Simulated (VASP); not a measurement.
The system is MgC2.

```
CELL_PARAMETERS angstrom
3.95078 0.00000 0.00000
0.00000 3.95078 0.00000
0.00000 0.00000 4.98709
ATOMIC_POSITIONS crystal
Mg 0.00000 0.00000 0.50000
Mg 0.50000 0.50000 0.00000
C 0.38766 0.61235 0.50000
C 0.11235 0.11235 0.00000
C 0.61235 0.38766 0.50000
C 0.88765 0.88765 0.00000
```

```yaml
Program: VASP 6.6.1
Task: relaxation of cell and atoms
Functional: r2SCAN
Potentials_or_basis: VASP PAW PBE potentials, release 64 (Mg, C)
Cutoff: 600 eV
k_mesh: 5 × 5 × 5
Occupations: fermi-dirac, width 0.05 eV
Spin: no spin polarisation
```

At the start: pressure -2.6 GPa; volume 12.97 Å³/atom.

Question: How do energy, volume and symmetry change on relaxing?

Answer: Over 13 steps the energy falls by 2.5 meV/atom and the volume is 12.65 Å³/atom (-2.5 %); space group P4_2/mnm (No. 136, to 0.05 Å).

The path:
```tsv
step	energy change (eV)	largest force (eV/Å)	pressure (GPa)	volume (Å³)
1	0.0000	0.5623	-2.58	77.84
2	0.3202	5.9939	8.92	75.51
3	-0.0068	0.1325	-1.32	77.53
4	-0.0069	0.1576	-1.27	77.52
5	-0.0139	0.0001	-0.21	76.30
6	-0.0141	0.0315	0.01	76.08
7	-0.0145	0.1031	0.25	75.97
8	-0.0145	0.1182	0.27	75.96
9	-0.0146	0.1007	0.25	75.95
10	-0.0149	0.0523	0.18	75.92
11	-0.0150	0.0431	0.05	75.85
12	-0.0150	0.0119	0.09	75.87
13	-0.0150	0.0087	0.10	75.88
```

Final structure:
```xyz
6
Lattice="3.9289 0.0000 0.0000 0.0000 3.9289 0.0000 0.0000 0.0000 4.9155" Properties=species:S:1:pos:R:3 pbc="T T T"
Mg    0.0000    3.9289    2.4577
Mg    1.9645    1.9645    0.0000
C     1.5236    2.4053    2.4577
C     0.4409    0.4409    4.9155
C     2.4053    1.5236    2.4577
C     3.4881    3.4881    0.0000
```

Caveat: the PAW data sets were made with another functional, which shifts forces and pressure a little.
